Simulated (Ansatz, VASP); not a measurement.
**Two plane-wave programs on Li3SeF**

Contents of INCAR:

```
PREC = Accurate ; ENCUT = 600
EDIFF = 1E-7 ; ISMEAR = 0
SIGMA = 0.1 ; LREAL = False
LASPH = True ; NELM = 100
ALGO = Normal ; ISIF = 3
LWAVE = False ; LCHARG = False
GGA = PE ; IBRION = 2
NSW = 100 ; EDIFFG = -0.015
```

The input KPOINTS:

```
Automatic mesh
0
Gamma
  4 4 2
```

File POSCAR:

```
Li3SeF
1.0
   -4.0466542711     -0.0122765065     -0.0579457870
   -0.0579457870      0.0721237880     -3.9483409654
   -0.0245530129     -8.0700923830      0.1442475760
Li Se F
6 2 2
Direct
    0.5139969211      0.5000705198      1.0167928990
    0.5256402580      0.4709256005      0.4810656997
    0.5023936191     -0.0401842460      0.7467925571
    0.5366592658      1.0346988933      0.2709523664
    1.0090768925      0.5262222857      0.7335120581
    0.9825582314      0.5251177704      0.2392933938
   -0.0020445989      0.9720404856      0.5329826495
   -0.0411489677      0.9704302337      0.9989721451
    0.5068791206      0.5212693301      0.7413523238
    0.4659892580      0.5194091269      0.2382839075
```

Input for Ansatz:

```yaml
crystal:
  lattice:
    - [-4.0466542711, -0.0122765065, -0.057945787]
    - [-0.057945787, 0.072123788, -3.9483409654]
    - [-0.0245530129, -8.070092383, 0.144247576]
  atoms:
    - { symbol: Li, position: [0.5139969211, 0.5000705198, 1.016792899] }
    - { symbol: Li, position: [0.525640258, 0.4709256005, 0.4810656997] }
    - { symbol: Li, position: [0.5023936191, -0.040184246, 0.7467925571] }
    - { symbol: Li, position: [0.5366592658, 1.0346988933, 0.2709523664] }
    - { symbol: Li, position: [1.0090768925, 0.5262222857, 0.7335120581] }
    - { symbol: Li, position: [0.9825582314, 0.5251177704, 0.2392933938] }
    - { symbol: Se, position: [-0.0020445989, 0.9720404856, 0.5329826495] }
    - { symbol: Se, position: [-0.0411489677, 0.9704302337, 0.9989721451] }
    - { symbol: F, position: [0.5068791206, 0.5212693301, 0.7413523238] }
    - { symbol: F, position: [0.465989258, 0.5194091269, 0.2382839075] }
basis:
  ecutwfc: 420
kpoints:
  mp_grid: { grid: [4, 4, 2] }
hamiltonian:
  xc: pbe
scf:
  occupations: { method: gaussian, width: 0.1 }
output:
  forces: true
  stress: true
  eigenvalues: true
relax:
  adjacent_minimum: "off"
  f_tol: 0.015
  max_steps: 120
  cell: { stress_tol: 0.15 }
```

Change from the starting cell: cell x2, atoms moved at random (sigma 0.1 Å) and cell strained at random (1.5 %), then relaxed without symmetry.

Alike in both runs: task relaxation of cell and atoms; functional PBE; k mesh 4 × 4 × 2; occupations gaussian, width 0.1 eV; no spin polarisation.

|  | VASP | Ansatz |
| --- | --- | --- |
| version | VASP 6.6.1 | Ansatz 0.2.0 |
| potentials or method | VASP PAW PBE potentials, release 64 (Li_sv, Se, F), cutoff 600 eV | scalar-relativistic, plane waves, PAW |
| valence electrons in the cell | 44 | 64 |

Ansatz gave:

| Property | Result |
| --- | --- |
| gap on the k mesh at the Fermi level, each at its own relaxed structure (eV) | 3.72 |
| relaxed volume (Å³/atom) | 12.79 |
| relaxed cell length with the largest relative difference (Å) | 4.001 |

Problem. Which values does VASP return?

Solution. gap on the k mesh at the Fermi level, each at its own relaxed structure (eV): 3.78; relaxed volume (Å³/atom): 12.71; relaxed cell length with the largest relative difference (Å): 3.991.

VASP's potentials hold 44 valence electrons a cell and Ansatz's 64, so a difference there can come from the potentials and not from the codes.

Noted on VASP's run: the cutoff is short for stress, so the pressure is rough.
